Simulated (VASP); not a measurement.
## TaN: single point with PBE

TaN:

```
Ta N
1.0
     5.91528    0.14088    0.04409
     0.14088    5.64780   -0.21983
     0.04409   -0.21983    5.51985
Ta N
8 8
Direct
  0.44834 0.14912 0.14528
  0.23739 0.25328 0.68647
  0.61424 0.84697 0.74867
  0.53508 0.65947 0.27522
  0.94374 0.32838 0.18792
  0.02811 0.79854 0.12792
  0.10080 0.72217 0.62276
  0.74040 0.32961 0.67926
  0.03626 0.07167 0.43841
  0.75060 0.59048 0.98120
  0.83464 0.65008 0.42771
  0.26841 0.93593 0.88888
  0.24620 0.45676 0.07330
  0.76923 0.09581 0.99439
  0.50070 0.02384 0.47816
  0.43081 0.53217 0.61226
```

```json
{"Program": "VASP 6.6.1", "Task": "single point", "Functional": "PBE", "Potentials or basis": "VASP PAW PBE potentials, release 64 (Ta_pv, N)", "Cutoff": "520 eV", "k mesh": "1 × 1 × 1, shifted", "Occupations": "fermi-dirac, width 0.05 eV", "Spin": "no spin polarisation"}
```

- Pressure: 9.0 GPa
- Largest force: 2.743 eV/Å

Forces on the atoms (eV/Å):
```
Ta  -0.490  0.078  1.833
Ta   1.067 -0.374  0.809
Ta  -1.046 -1.039  1.515
Ta  -2.553 -0.192 -0.986
Ta   0.125 -0.391  1.236
Ta   0.455  0.616  1.034
Ta   1.601  1.477 -1.059
Ta  -0.779 -1.742 -0.201
N   -0.249 -0.341 -0.696
N    0.983 -0.699 -0.439
N    0.334  0.283  0.595
N    0.030  0.670  0.057
N    0.541  0.848 -0.122
N   -0.886 -0.565 -1.677
N    0.611  1.371 -1.765
N    0.255  0.000 -0.134
```

Stress tensor (GPa, compression positive):
```
 1.57  3.51 -1.51
 3.51  9.45 -3.73
-1.51 -3.73 16.05
```

Levels at points of the mesh, in eV from the Fermi level:
| k point | band 62 | band 63 | band 64 | band 65 | band 66 | band 67 |
| --- | --- | --- | --- | --- | --- | --- |
| (0.25, 0.25, 0.25) | -1.08 | -0.79 | -0.38 | 0.38 | 0.53 | 0.76 |

Wall time 46 s on 1 thread of Intel(R) Xeon(R) Platinum 8259CL CPU @ 2.50GHz (Skylake/Cascade Lake), with other jobs on the host, peak memory 0.28 GiB.

Caveat: the atoms stand as in a frame of molecular dynamics; spin-orbit coupling is left out, which moves the levels of the heavy elements.
